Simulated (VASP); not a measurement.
Crystal: Br.

```
CELL_PARAMETERS angstrom
3.89570 -2.05425 0.00000
3.89570 2.05425 0.00000
0.00000 0.00000 8.58332
ATOMIC_POSITIONS crystal
Br 0.86460 0.13540 0.11543
Br 0.13540 0.86460 0.88457
Br 0.36460 0.63540 0.38457
Br 0.63540 0.36460 0.61543
```

```yaml
Program: VASP 6.6.1
Task: relaxation of shape and atoms at fixed volume
Functional: r2SCAN
Potentials_or_basis: VASP PAW PBE potentials, release 64 (Br)
Cutoff: 600 eV
k_mesh: 6 × 6 × 4
Occupations: gaussian, width 0.05 eV
Spin: no spin polarisation
```

At the start: pressure 2.7 GPa; volume 34.35 Å³/atom.

Where does the relaxation end?

Over 10 steps the energy falls by 33.1 meV/atom; space group Cmce (No. 64, to 0.1 Å) before and after.

The path:
| step | energy change (eV) | largest force (eV/Å) | pressure (GPa) | volume (Å³) |
| --- | --- | --- | --- | --- |
| 1 | 0.0000 | 0.9831 | 2.68 | 137.38 |
| 2 | -0.0775 | 0.5600 | -1.23 | 137.38 |
| 3 | -0.1122 | 0.1356 | 0.04 | 137.38 |
| 4 | -0.1179 | 0.1097 | -0.05 | 137.38 |
| 5 | -0.1275 | 0.0562 | -0.27 | 137.38 |
| 6 | -0.1283 | 0.0528 | -0.34 | 137.38 |
| 7 | -0.1294 | 0.0738 | -0.09 | 137.38 |
| 8 | -0.1294 | 0.0610 | -0.12 | 137.38 |
| 9 | -0.1306 | 0.0471 | -0.15 | 137.38 |
| 10 | -0.1323 | 0.0094 | -0.23 | 137.38 |

Final structure:
```
Br
1.0
     3.66563   -2.12242    0.00000
     3.66563    2.12242    0.00000
     0.00000    0.00000    8.82904
Br
4
Direct
  0.86317 0.13683 0.11568
  0.13683 0.86317 0.88432
  0.36317 0.63683 0.38432
  0.63683 0.36317 0.61568
```

Caveat: the PAW data sets were made with another functional, which shifts forces and pressure a little.
